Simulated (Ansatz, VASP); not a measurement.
SbPt in VASP and in Ansatz

The input INCAR:

```
SYSTEM = SbPt
PREC = Accurate ; ENCUT = 520
EDIFF = 1E-6 ; ISMEAR = -1
SIGMA = 0.08 ; LREAL = .FALSE.
LASPH = .TRUE. ; NELM = 100
ALGO = Normal ; ISIF = 2
LWAVE = .FALSE. ; LCHARG = .TRUE.
LELF = .TRUE. ; LVHAR = .TRUE.
NBANDS = 23
```

The input KPOINTS:

```
Automatic mesh
0
G
  11 11 8
  0 0 0
```

The input POSCAR:

```
SbPt
1.0
    4.1437188946      0.0000000000      0.0000000000
   -2.0718594473      3.5885658288      0.0000000000
    0.0000000000      0.0000000000      5.4901795355
Sb Pt
2 2
Direct
    0.3333333333      0.6666666667      0.2500000000
    0.6666666667      0.3333333333      0.7500000000
    0.0000000000      0.0000000000      0.0000000000
    0.0000000000      0.0000000000      0.5000000000
```

Input for Ansatz:

```yaml
crystal:
  lattice:
    - [4.1437188946, 0.0, 0.0]
    - [-2.0718594473, 3.5885658288, 0.0]
    - [0.0, 0.0, 5.4901795355]
  atoms:
    - { symbol: Sb, position: [0.3333333333, 0.6666666667, 0.25] }
    - { symbol: Sb, position: [0.6666666667, 0.3333333333, 0.75] }
    - { symbol: Pt, position: [0.0, 0.0, 0.0] }
    - { symbol: Pt, position: [0.0, 0.0, 0.5] }
kpoints:
  mp_grid: { grid: [11, 11, 8] }
  band_path:
    path:
      - [0.0, 0.0, 0.0]
      - [0.5, 0.0, 0.0]
      - [0.3333333333, 0.3333333333, 0.0]
      - [0.0, 0.0, 0.0]
      - [0.0, 0.0, 0.5]
      - [0.5, 0.0, 0.5]
      - [0.3333333333, 0.3333333333, 0.5]
      - [0.0, 0.0, 0.5]
      - [0.5, 0.0, 0.5]
    npoints: 5
scf:
  occupations: { method: fermi_dirac, width: 0.08 }
hamiltonian:
  xc: lda
  pseudopotentials: { kind: all_electron, lapw: { basis_error: 0.0005 } }
output:
  forces: true
  stress: true
  eigenvalues: true
```

Change from the starting cell: volume scaled by 1.01.

Alike in both runs: task single point; functional LDA; k mesh 11 × 11 × 8; occupations fermi-dirac, width 0.08 eV; no spin polarisation.

|  | VASP | Ansatz |
| --- | --- | --- |
| version | VASP 6.6.1 | Ansatz 0.2.0 |
| potentials or method | VASP PAW LDA potentials, release 64 (Sb, Pt), cutoff 520 eV | all-electron LAPW, scalar-relativistic |

VASP gave:

- pressure (GPa): -1.3
- traceless stress, the component that is largest in VASP (GPa): -0.90

Question: Estimate Ansatz's values.

Answer: Pressure (GPa): -1.5; traceless stress, the component that is largest in VASP (GPa): -1.02.

LDA's correlation is that of Perdew and Zunger in VASP and of Perdew and Wang (1992) in Ansatz. Ansatz ran all-electron here, and VASP with PAW potentials.

Spin-orbit coupling is off throughout.
